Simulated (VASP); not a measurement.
Zn, 8 atoms in the cell. The cell holds a slab with vacuum, 8 atoms: a = 2.779 Å, b = 3.930 Å, c = 24.725 Å, α = 90.00°, β = 90.00°, γ = 90.00°. 

| Quantity | Value |
| --- | --- |
| Program | VASP 6.6.1 |
| Task | single point |
| Functional | PBE |
| Potentials or basis | VASP PAW PBE potentials, release 64 (Zn) |
| Cutoff | 520 eV |
| k mesh | 10 × 7 × 1 |
| Occupations | fermi-dirac, width 0.05 eV |
| Spin | no spin polarisation |
| Dipole correction | yes |
| Further INCAR settings | ALGO = Fast; EDIFF = 1e-06; NBANDS = 58 |

Potentials or basis: VASP PAW PBE potentials, release 64 (Zn).

Run with:

```bash
$ cat potpaw_PBE.64/Zn/POTCAR > POTCAR
$ mpirun -np 1 vasp_std > vasp.out
```

Hardware: 1 thread of Oxide Virtual Turin-like Processor, on a shared host.

**Question.** How long does it take, and how much memory?

**Answer.** Run time: 14 min on 1 thread of Oxide Virtual Turin-like Processor, on a shared host, peak memory 0.46 GiB. Counts: scf iterations 21, k points 24.
